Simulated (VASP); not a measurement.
# Lu (Fm-3m) in VASP: single point with PBE

Aim: the single point of Lu with PBE.

All numbers are computed with VASP 6.6.1; they aren't measurements. Logs are shortened: lines on timing, memory, paths and dates and some standing lists are left out, and cuts for length are marked.

### Step 1. The cell of the first run

The structure is cubic, space group Fm-3m (No. 225). The conventional cell has a = 4.886 Å, b = 4.886 Å, c = 4.886 Å, α = 90.00°, β = 90.00°, γ = 90.00°. Lu (site symmetry m-3m) has 12 Lu at 3.46 Å within 4.5 Å.

This isn't the form of Lu at room conditions, which is hcp.

### Step 2. Single point, PBE

INCAR

```
ALGO = Normal
EDIFF = 1E-6
ENCUT = 520
GGA = PE
ISIF = 2
ISMEAR = -1
LASPH = T
LCHARG = F
LREAL = F
LWAVE = F
NBANDS = 18
NELM = 100
PREC = Accurate
SIGMA = 0.13605693000000002
```

KPOINTS

```
k-points
0
Gamma
  12 12 12
```

POSCAR

```
Lu
1.0
    0.0000000000      2.4431992434      2.4431992434
    2.4431992434      0.0000000000      2.4431992434
    2.4431992434      2.4431992434      0.0000000000
Lu
1
Direct
    0.0000000000      0.0000000000      0.0000000000
```

Potentials or basis: VASP PAW PBE potentials, release 64 (Lu).

The run is started by

```bash
$ cat potpaw_PBE.64/Lu/POTCAR > POTCAR
$ mpirun -np 1 vasp_std > vasp.out
```

OUTCAR:

```text
EDIFF = 1E-6
   ENCUT = 520
   GGA = PE
   ISIF = 2
   ISMEAR = -1
   LASPH = T
   LREAL = F
   NELM = 100
   PREC = Accurate

 ion  position               nearest neighbor table
   1  0.000  0.000  0.000-

  LATTYP: Found a face centered cubic cell.
 ALAT       =     4.8863984868

  Lattice vectors:

 A1 = (   0.0000000000,   2.4431992434,   2.4431992434)
 A2 = (   2.4431992434,   0.0000000000,   2.4431992434)
 A3 = (   2.4431992434,   2.4431992434,   0.0000000000)

Analysis of symmetry for initial positions (statically):
=====================================================================
 Subroutine PRICEL returns:
 Original cell was already a primitive cell.

 Routine SETGRP: Setting up the symmetry group for a
 face centered cubic supercell.

 Subroutine GETGRP returns: Found 48 space group operations
 (whereof 48 operations were pure point group operations)
 out of a pool of 48 trial point group operations.

The static configuration has the point symmetry O_h .

Analysis of symmetry for dynamics (positions and initial velocities):
=====================================================================
 Subroutine PRICEL returns:
 Original cell was already a primitive cell.

 Routine SETGRP: Setting up the symmetry group for a
 face centered cubic supercell.

 Subroutine GETGRP returns: Found 48 space group operations
 (whereof 48 operations were pure point group operations)
 out of a pool of 48 trial point group operations.

The dynamic configuration has the point symmetry O_h .

 Subroutine INISYM returns: Found 48 space group operations
 (whereof 48 operations are pure point group operations),
 and found     1 'primitive' translations

----------------------------------------------------------------------------------------

                                     Primitive cell

  volume of cell :      29.1680

  direct lattice vectors                    reciprocal lattice vectors
     0.000000000  2.443199243  2.443199243    -0.204649703  0.204649703  0.204649703
     2.443199243  0.000000000  2.443199243     0.204649703 -0.204649703  0.204649703
     2.443199243  2.443199243  0.000000000     0.204649703  0.204649703 -0.204649703

  length of vectors
     3.455205506  3.455205506  3.455205506     0.354463684  0.354463684  0.354463684

  position of ions in fractional coordinates (direct lattice)
     0.000000000  0.000000000  0.000000000

[... 70 lines left out ...]
   LNONCOLLINEAR =      F non collinear calculations
   LSORBIT =      F    spin-orbit coupling
   LASPH  =      T    aspherical Exc in radial PAW
   ENCUT  =  520.0 eV  38.22 Ry    6.18 a.u.   6.42  6.42  6.42*2*pi/ulx,y,z
   NELM   =    100;   NELMIN=  2; NELMDL= -5     # of ELM steps
   EDIFF  = 0.1E-05   stopping-criterion for ELM
   LREAL  =      F    real-space projection
   EDIFFG = 0.1E-04   stopping-criterion for IOM
   NSW    =      0    number of steps for IOM
   IBRION =     -1    ionic relax: 0-MD 1-quasi-New 2-CG
   NFREE  =      0    steps in history (QN), initial steepest desc. (CG)
   ISIF   =      2    stress and relaxation
   ISYM   =      2    0-nonsym 1-usesym 2-fastsym
   POTIM  = 0.5000    time-step for ionic-motion
   TEBEG  =    0.0;   TEEND  =   0.0 temperature during run
   PSTRESS=    0.0 pullay stress
   NELECT =      25.0000    total number of electrons
   NUPDOWN=      -1.0000    fix difference up-down
   EMIN   =  10.00;   EMAX   =-10.00  energy-range for DOS
   EFERMI =   0.00;   METHOD = LEGACY
   ISMEAR =    -1;   SIGMA  =   0.14  broadening in eV -4-tet -1-fermi 0-gaus
   EFERMI_NEDOS =   21; number of points for ismear=-14 and -15
   IALGO  =     38    algorithm
   IMIX   =      4    mixing-type and parameters
     AMIX     =   0.40;   BMIX     =  1.00
     AMIX_MAG =   1.60;   BMIX_MAG =  1.00
  volume/ion in A,a.u.               =      29.17       196.84
  Fermi-wavevector in a.u.,A,eV,Ry     =   1.555080  2.938674 32.902595  2.418272
  Thomas-Fermi vector in A             =   2.659073
   LORBIT       =      0    0 simple, 1 ext, 2 COOP (PROOUT), +10 PAW based schemes
   GGA     = PE    functional components
   LHFCALC =     F    Hartree Fock is set to
   AEXX    =    0.0000 exact exchange contribution
   IVDW    =     0    specifies the selected vdW correction
   LEPSILON=     F    determine dielectric tensor
   LRPA    =     F    only Hartree local field effects (RPA)
 non-spin polarized calculation
  energy-cutoff  :      520.00
  volume of cell :       29.17
 maximum number of plane-waves:       817
 NGX is ok and might be reduce to    28
   NGX = 13   NGY = 13   NGZ = 13

 number of electron      25.0000003 magnetization

 Free energy of the ion-electron system (eV)
  ---------------------------------------------------
  ext. energy  EPLUGINS =         0.00000000
  ---------------------------------------------------
  free energy    TOTEN  =        -4.52593526 eV

  energy without entropy =       -4.43194776  energy(sigma->0) =       -4.47894151

 E-fermi :   2.2748     XC(G=0): -10.6558

 val. band max:        2.2684725108   @ k =  -0.4167   0.1667   0.0833
 cond. band min:       2.2850206378   @ k =  -0.3333   0.2500   0.0000
 fundamental gap:      0.0165481269
 Fermi energy:         2.2747806768

 k-point     1 :       0.0000    0.0000    0.0000
  band No.  band energies     occupation
      1     -53.9571      2.00000
      2     -24.3825      2.00000
      3     -24.3825      2.00000
      4     -24.3825      2.00000
      5      -3.8007      2.00000
      6      -2.7592      2.00000
[... 481 lines left out ...]
      5      -2.7313      2.00000
      6      -2.7195      2.00000
[... 10 lines left out ...]
     17       8.9066      0.00000
     18      10.1272      0.00000

 [... further k-points ...]

------------------------ aborting loop because EDIFF is reached ----------------------------------------

  FORCE on cell =-STRESS in cart. coord.  units (eV):
  Direction    XX          YY          ZZ          XY          YZ          ZX
  --------------------------------------------------------------------------------------
  -------------------------------------------------------------------------------------
  Total        0.0406165      0.0406165      0.0406165     -0.0000000      0.0000000      0.0000000
  in kB        2.2310372      2.2310372      2.2310372     -0.0000000      0.0000000      0.0000000
  external PRESSURE =       2.2310372 kB  Pullay stress =       0.0000000 kB

 VOLUME and BASIS-vectors are now :
 -----------------------------------------------------------------------------
  energy-cutoff  :      520.00
  volume of cell :       29.17
      direct lattice vectors                 reciprocal lattice vectors
     0.000000000  2.443199243  2.443199243    -0.204649703  0.204649703  0.204649703
     2.443199243  0.000000000  2.443199243     0.204649703 -0.204649703  0.204649703
     2.443199243  2.443199243  0.000000000     0.204649703  0.204649703 -0.204649703

 POSITION                                       TOTAL-FORCE (eV/Angst)
 -----------------------------------------------------------------------------------
      0.00000      0.00000      0.00000         0.000000     -0.000000      0.000000
 -----------------------------------------------------------------------------------
    total drift:                                0.000000     -0.000000     -0.000000

  FREE ENERGIE OF THE ION-ELECTRON SYSTEM (eV)
  ---------------------------------------------------
  free  energy   TOTEN  =        -4.5259352601 eV

  energy  without entropy=       -4.4319477641  energy(sigma->0) =       -4.47894151
```

stdout:

```text
POSCAR found type information on POSCAR Lu
 POSCAR found :  1 types and       1 ions
 scaLAPACK will be used
 LDA part: xc-table for (Slater+PW92), standard interpolation
 POSCAR, INCAR and KPOINTS ok, starting setup
 FFT: planning ... GRIDC
 FFT: planning ... GRID_SOFT
 FFT: planning ... GRID
 WAVECAR not read
 entering main loop
```

Run time: 17 s. Hardware: 1 thread of Intel Xeon 6975P-C (Granite Rapids), shared host; peak memory 0.19 GiB.

Results:

```
Free energy            : -4.5259 eV
Pressure               : 0.2 GPa
Band gap on the k mesh : zero (an odd number of electrons rules out a gap without spin polarisation)
```

Caveat: spin-orbit coupling is left out, which moves the levels of the heavy elements.
